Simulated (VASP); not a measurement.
# Ru (Fm-3m) in VASP: a series of runs

Runs on Ru. Level: PBE. Tasks: single point.

Everything below comes from runs of VASP 6.6.1. Logs are shortened: lines on timing, memory, paths and dates and some standing lists are left out, and cuts for length are marked.

## Step 1: The cell of the first run

Symmetry: Fm-3m, No. 225, cubic system. The conventional cell has a = 3.830 Å, b = 3.830 Å, c = 3.830 Å, α = 90.00°, β = 90.00°, γ = 90.00°. Within 3.6 Å of Ru (site symmetry m-3m) lie 12 Ru at 2.71 Å.

This isn't the form of Ru at room conditions, which is hcp.

## Step 2: Single point, PBE

Input file INCAR:

```
SYSTEM = Ru
ALGO = Normal
EDIFF = 1E-6
ENCUT = 500
GGA = PE
GGA_COMPAT = .False.
ISIF = 2
ISMEAR = 1
LASPH = .True.
LCHARG = .False.
LREAL = .False.
LWAVE = .False.
NBANDS = 13
NELM = 120
PREC = Accurate
SIGMA = 0.25
```

Input file KPOINTS:

```
k-points
0
Gamma
  10 10 10
  0 0 0
```

Input file POSCAR:

```
Ru
1.0
    0.0000000000      1.9150000000      1.9150000000
    1.9150000000      0.0000000000      1.9150000000
    1.9150000000      1.9150000000      0.0000000000
Ru
1
Direct
    0.0000000000      0.0000000000      0.0000000000
```

Potentials or basis: VASP PAW PBE potentials, release 64 (Ru_pv).

Command:

```
> cat potpaw_PBE.64/Ru_pv/POTCAR > POTCAR
> mpirun -np 1 vasp_std > vasp.out
```

OUTCAR:

```text
SYSTEM = Ru
   EDIFF = 1E-6
   ENCUT = 500
   GGA = PE
   ISIF = 2
   ISMEAR = 1
   LASPH = .True.
   LREAL = .False.
   NELM = 120
   PREC = Accurate

 ion  position               nearest neighbor table
   1  0.000  0.000  0.000-

  LATTYP: Found a face centered cubic cell.
 ALAT       =     3.8300000000

  Lattice vectors:

 A1 = (   0.0000000000,   1.9150000000,   1.9150000000)
 A2 = (   1.9150000000,   0.0000000000,   1.9150000000)
 A3 = (   1.9150000000,   1.9150000000,   0.0000000000)

Analysis of symmetry for initial positions (statically):
=====================================================================
 Subroutine PRICEL returns:
 Original cell was already a primitive cell.

 Routine SETGRP: Setting up the symmetry group for a
 face centered cubic supercell.

 Subroutine GETGRP returns: Found 48 space group operations
 (whereof 48 operations were pure point group operations)
 out of a pool of 48 trial point group operations.

The static configuration has the point symmetry O_h .

Analysis of symmetry for dynamics (positions and initial velocities):
=====================================================================
 Subroutine PRICEL returns:
 Original cell was already a primitive cell.

 Routine SETGRP: Setting up the symmetry group for a
 face centered cubic supercell.

 Subroutine GETGRP returns: Found 48 space group operations
 (whereof 48 operations were pure point group operations)
 out of a pool of 48 trial point group operations.

The dynamic configuration has the point symmetry O_h .

 Subroutine INISYM returns: Found 48 space group operations
 (whereof 48 operations are pure point group operations),
 and found     1 'primitive' translations

----------------------------------------------------------------------------------------

                                     Primitive cell

  volume of cell :      14.0455

  direct lattice vectors                    reciprocal lattice vectors
     0.000000000  1.915000000  1.915000000    -0.261096606  0.261096606  0.261096606
     1.915000000  0.000000000  1.915000000     0.261096606 -0.261096606  0.261096606
     1.915000000  1.915000000  0.000000000     0.261096606  0.261096606 -0.261096606

  length of vectors
     2.708218972  2.708218972  2.708218972     0.452232587  0.452232587  0.452232587

  position of ions in fractional coordinates (direct lattice)
     0.000000000  0.000000000  0.000000000

  ion indices of the primitive-cell ions
[... 81 lines left out ...]
   ISYM   =      2    0-nonsym 1-usesym 2-fastsym
   POTIM  = 0.5000    time-step for ionic-motion
   TEBEG  =    0.0;   TEEND  =   0.0 temperature during run
   PSTRESS=    0.0 pullay stress
   NELECT =      14.0000    total number of electrons
   NUPDOWN=      -1.0000    fix difference up-down
   EMIN   =  10.00;   EMAX   =-10.00  energy-range for DOS
   EFERMI =   0.00;   METHOD = LEGACY
   ISMEAR =     1;   SIGMA  =   0.25  broadening in eV -4-tet -1-fermi 0-gaus
   EFERMI_NEDOS =   21; number of points for ismear=-14 and -15
   IALGO  =     38    algorithm
   IMIX   =      4    mixing-type and parameters
     AMIX     =   0.40;   BMIX     =  1.00
     AMIX_MAG =   1.60;   BMIX_MAG =  1.00
  volume/ion in A,a.u.               =      14.05        94.78
  Fermi-wavevector in a.u.,A,eV,Ry     =   1.635330  3.090326 36.386117  2.674304
  Thomas-Fermi vector in A             =   2.726821
   LORBIT       =      0    0 simple, 1 ext, 2 COOP (PROOUT), +10 PAW based schemes
   GGA     = PE    functional components
   LHFCALC =     F    Hartree Fock is set to
   AEXX    =    0.0000 exact exchange contribution
   IVDW    =     0    specifies the selected vdW correction
   LEPSILON=     F    determine dielectric tensor
   LRPA    =     F    only Hartree local field effects (RPA)
 non-spin polarized calculation
 Methfessel and Paxton  Order N= 1 SIGMA  =   0.25
  energy-cutoff  :      500.00
  volume of cell :       14.05
 maximum number of plane-waves:       368
   NGX =  9   NGY =  9   NGZ =  9

 number of electron      13.9999998 magnetization

 Free energy of the ion-electron system (eV)
  ---------------------------------------------------
  ext. energy  EPLUGINS =         0.00000000
  ---------------------------------------------------
  free energy    TOTEN  =        -9.09268572 eV

  energy without entropy =       -9.08299101  energy(sigma->0) =       -9.08945415

 E-fermi :  12.1581     XC(G=0): -13.9105

 val. band max:       12.1559829880   @ k =   0.4000   0.3000   0.1000
 cond. band min:      12.1611614591   @ k =   0.1000   0.1000   0.0000
 fundamental gap:      0.0051784712
 Fermi energy:        12.1581415844

 k-point     1 :       0.0000    0.0000    0.0000
  band No.  band energies     occupation
      1     -30.2853      2.00000
      2     -30.2853      2.00000
      3     -30.2853      2.00000
      4       4.4421      2.00000
      5       9.6897      2.00000
      6       9.6897      2.00000
      7       9.6897      2.00000
      8      12.0141      1.81789
      9      12.0141      1.81789
     10      22.7067      0.00000
     11      27.2234      0.00000
     12      32.7831      0.00000
     13      32.7831      0.00000
[... 354 lines left out ...]
  band No.  band energies     occupation
      1     -31.0123      2.00000
      2     -30.5822      2.00000
      3     -30.5518      2.00000
      4       6.8390      2.00000
      5       7.2381      2.00000
      6      11.3411      2.00004
      7      12.3384      0.06597
      8      13.6828     -0.00000
      9      14.3230     -0.00000
     10      22.7063      0.00000
     11      26.6830      0.00000
     12      28.3846      0.00000
     13      28.8148      0.00000

 [... further k-points ...]

------------------------ aborting loop because EDIFF is reached ----------------------------------------

  FORCE on cell =-STRESS in cart. coord.  units (eV):
  Direction    XX          YY          ZZ          XY          YZ          ZX
  --------------------------------------------------------------------------------------
  -------------------------------------------------------------------------------------
  Total       -0.3498875     -0.3498875     -0.3498875      0.0000000     -0.0000000      0.0000000
  in kB      -39.9119267    -39.9119267    -39.9119267      0.0000000     -0.0000000      0.0000000
  external PRESSURE =     -39.9119267 kB  Pullay stress =       0.0000000 kB

 VOLUME and BASIS-vectors are now :
 -----------------------------------------------------------------------------
  energy-cutoff  :      500.00
  volume of cell :       14.05
      direct lattice vectors                 reciprocal lattice vectors
     0.000000000  1.915000000  1.915000000    -0.261096606  0.261096606  0.261096606
     1.915000000  0.000000000  1.915000000     0.261096606 -0.261096606  0.261096606
     1.915000000  1.915000000  0.000000000     0.261096606  0.261096606 -0.261096606

 POSITION                                       TOTAL-FORCE (eV/Angst)
 -----------------------------------------------------------------------------------
      0.00000      0.00000      0.00000         0.000000      0.000000      0.000000
 -----------------------------------------------------------------------------------
    total drift:                               -0.000000     -0.000000     -0.000000

  FREE ENERGIE OF THE ION-ELECTRON SYSTEM (eV)
  ---------------------------------------------------
  free  energy   TOTEN  =        -9.0926857186 eV

  energy  without entropy=       -9.0829910118  energy(sigma->0) =       -9.08945415
```

stdout:

```text
POSCAR found type information on POSCAR Ru
 POSCAR found :  1 types and       1 ions
 scaLAPACK will be used
 LDA part: xc-table for (Slater+PW92), standard interpolation
 POSCAR, INCAR and KPOINTS ok, starting setup
 FFT: planning ... GRIDC
 FFT: planning ... GRID_SOFT
 FFT: planning ... GRID
 WAVECAR not read
 entering main loop
```

Run time: 4.3 s. Hardware: 1 thread of AMD EPYC 9R45 (Zen 5), shared host; peak memory 0.09 GiB.

Results:

| Property | Result |
| --- | --- |
| Free energy | -9.0927 eV |
| Pressure | -4.0 GPa |
| Band gap on the k mesh | zero (bands 7 and 8 overlap by 3.42 eV) |

Levels at points of the mesh, in eV from the Fermi level:
| k point | band 5 | band 6 | band 7 | band 8 | band 9 | band 10 |
| --- | --- | --- | --- | --- | --- | --- |
| (0.00, 0.00, 0.00) | -2.47 | -2.47 | -2.47 | -0.14 | -0.14 | 10.55 |
| (0.50, 0.00, 0.00) | -2.58 | -2.58 | 1.00 | 1.63 | 1.63 | 9.66 |
| (0.50, 0.50, 0.00) | -5.64 | 1.59 | 2.12 | 2.12 | 3.55 | 10.55 |

Caveat: the cell stands under tension; an empty level that is flat over the whole mesh can mark a ghost state of the potentials, or a narrow d or f band.

## Step 3: Single point, PBE

Input file INCAR:

```
PREC = Accurate ; ENCUT = 500
EDIFF = 1E-6 ; ISMEAR = 1
SIGMA = 0.15 ; LREAL = F
LASPH = T ; NELM = 120
ALGO = Normal ; ISIF = 2
LWAVE = F ; LCHARG = T
GGA = PE ; LELF = T
LVHAR = T ; NBANDS = 13
GGA_COMPAT = F
```

Input file KPOINTS:

```
regular mesh
0
Gamma
  10 10 10
```

POSCAR is that of step 2.

Potentials or basis: VASP PAW PBE potentials, release 64 (Ru_pv).

Command:

```
> cat potpaw_PBE.64/Ru_pv/POTCAR > POTCAR
> mpirun -np 1 vasp_std > vasp.out
```

Run time: 4.5 s. Hardware: 1 thread of AMD EPYC 9R45 (Zen 5), shared host; peak memory 0.1 GiB.

It converged, with:

```
Free energy            : -9.0894 eV
Pressure               : -4.0 GPa
Band gap on the k mesh : zero (bands 7 and 8 overlap by 3.42 eV)
```

Levels at points of the mesh, in eV from the Fermi level:
```
           k point  band 3  band 4  band 5  band 6  band 7  band 8  band 9  band 10  band 11  band 12
(0.00, 0.00, 0.00)  -42.46   -7.73   -2.48   -2.48   -2.48   -0.16   -0.16    10.54    15.06    20.61
(0.50, 0.00, 0.00)  -42.58   -5.84   -2.59   -2.59    0.99    1.62    1.62     9.64    10.54    14.65
(0.50, 0.50, 0.00)  -42.80   -6.11   -5.65    1.58    2.10    2.10    3.54    10.53    13.22    13.22
```

Caveat: the cell stands under tension; an empty level that is flat over the whole mesh can mark a ghost state of the potentials, or a narrow d or f band.

## Step 4: Single point, PBE

Input file INCAR:

```
SYSTEM = Ru
ALGO = Normal ; EDIFF = 1E-6
ENCUT = 500 ; GGA = PE
GGA_COMPAT = .False. ; ISIF = 2
ISMEAR = 1 ; LASPH = .True.
LCHARG = .False. ; LREAL = .False.
LWAVE = .False. ; NBANDS = 13
NELM = 120 ; PREC = Accurate
SIGMA = 0.1
```

Input file KPOINTS:

```
k-points
0
Gamma
  10 10 10
  0 0 0
```

POSCAR is that of step 3.

Potentials or basis: VASP PAW PBE potentials, release 64 (Ru_pv).

Command:

```
> cat potpaw_PBE.64/Ru_pv/POTCAR > POTCAR
> mpirun -np 1 vasp_std > vasp.out
```

OUTCAR:

```text
SYSTEM = Ru
   EDIFF = 1E-6
   ENCUT = 500
   GGA = PE
   ISIF = 2
   ISMEAR = 1
   LASPH = .True.
   LREAL = .False.
   NELM = 120
   PREC = Accurate

 ion  position               nearest neighbor table
   1  0.000  0.000  0.000-

  LATTYP: Found a face centered cubic cell.
 ALAT       =     3.8300000000

  Lattice vectors:

 A1 = (   0.0000000000,   1.9150000000,   1.9150000000)
 A2 = (   1.9150000000,   0.0000000000,   1.9150000000)
[... 562 lines left out ...]
     12      28.3842      0.00000
     13      28.8140      0.00000

 [... further k-points ...]

------------------------ aborting loop because EDIFF is reached ----------------------------------------

  FORCE on cell =-STRESS in cart. coord.  units (eV):
  Direction    XX          YY          ZZ          XY          YZ          ZX
  --------------------------------------------------------------------------------------
  -------------------------------------------------------------------------------------
  Total       -0.3522957     -0.3522957     -0.3522957      0.0000000     -0.0000000      0.0000000
  in kB      -40.1866294    -40.1866294    -40.1866294      0.0000000     -0.0000000      0.0000000
  external PRESSURE =     -40.1866294 kB  Pullay stress =       0.0000000 kB

 VOLUME and BASIS-vectors are now :
 -----------------------------------------------------------------------------
  energy-cutoff  :      500.00
  volume of cell :       14.05
      direct lattice vectors                 reciprocal lattice vectors
     0.000000000  1.915000000  1.915000000    -0.261096606  0.261096606  0.261096606
     1.915000000  0.000000000  1.915000000     0.261096606 -0.261096606  0.261096606
     1.915000000  1.915000000  0.000000000     0.261096606  0.261096606 -0.261096606

 POSITION                                       TOTAL-FORCE (eV/Angst)
 -----------------------------------------------------------------------------------
      0.00000      0.00000      0.00000         0.000000      0.000000     -0.000000
 -----------------------------------------------------------------------------------
    total drift:                               -0.000000     -0.000000     -0.000000

  FREE ENERGIE OF THE ION-ELECTRON SYSTEM (eV)
  ---------------------------------------------------
  free  energy   TOTEN  =        -9.0879822273 eV

  energy  without entropy=       -9.0849465185  energy(sigma->0) =       -9.08697032
```

stdout:

```text
POSCAR found type information on POSCAR Ru
 POSCAR found :  1 types and       1 ions
 scaLAPACK will be used
 LDA part: xc-table for (Slater+PW92), standard interpolation
 POSCAR, INCAR and KPOINTS ok, starting setup
 FFT: planning ... GRIDC
 FFT: planning ... GRID_SOFT
 FFT: planning ... GRID
 WAVECAR not read
 entering main loop
```

It took 4.2 s on 1 thread of AMD EPYC 9R45 (Zen 5), shared host; peak memory 0.1 GiB.

What came out:

```
Free energy            : -9.0880 eV
Pressure               : -4.0 GPa
Band gap on the k mesh : zero (bands 7 and 8 overlap by 3.42 eV)
```

Caveat: the cell stands under tension; an empty level that is flat over the whole mesh can mark a ghost state of the potentials, or a narrow d or f band.

## Step 5: Single point, PBE

Input file INCAR:

```
PREC = Accurate ; ENCUT = 500
EDIFF = 1E-6 ; ISMEAR = 1
SIGMA = 0.05 ; LREAL = F
LASPH = T ; NELM = 120
ALGO = Normal ; ISIF = 2
LWAVE = F ; LCHARG = F
GGA = PE ; NBANDS = 13
GGA_COMPAT = F
```

Input file KPOINTS:

```
Automatic mesh
0
Gamma
  10 10 10
```

POSCAR is that of step 4.

Command:

```
> cat potpaw_PBE.64/Ru_pv/POTCAR > POTCAR
> mpirun -np 1 vasp_std > vasp.out
```

Run time: 4.2 s. Hardware: 1 thread of AMD EPYC 9R45 (Zen 5), shared host; peak memory 0.09 GiB.

It converged, with:

```yaml
Free_energy: -9.0864 eV
Pressure: -4.0 GPa
Band_gap_on_the_k_mesh: zero (bands 7 and 8 overlap by 3.42 eV)
```

Levels at points of the mesh, in eV from the Fermi level:
```
           k point  band 5  band 6  band 7  band 8  band 9  band 10
(0.00, 0.00, 0.00)   -2.49   -2.49   -2.49   -0.16   -0.16    10.53
(0.50, 0.00, 0.00)   -2.60   -2.60    0.98    1.61    1.61     9.64
(0.50, 0.50, 0.00)   -5.66    1.57    2.10    2.10    3.54    10.53
```

Caveat: the cell stands under tension; an empty level that is flat over the whole mesh can mark a ghost state of the potentials, or a narrow d or f band.

(Part 1 of 2 ends here.)
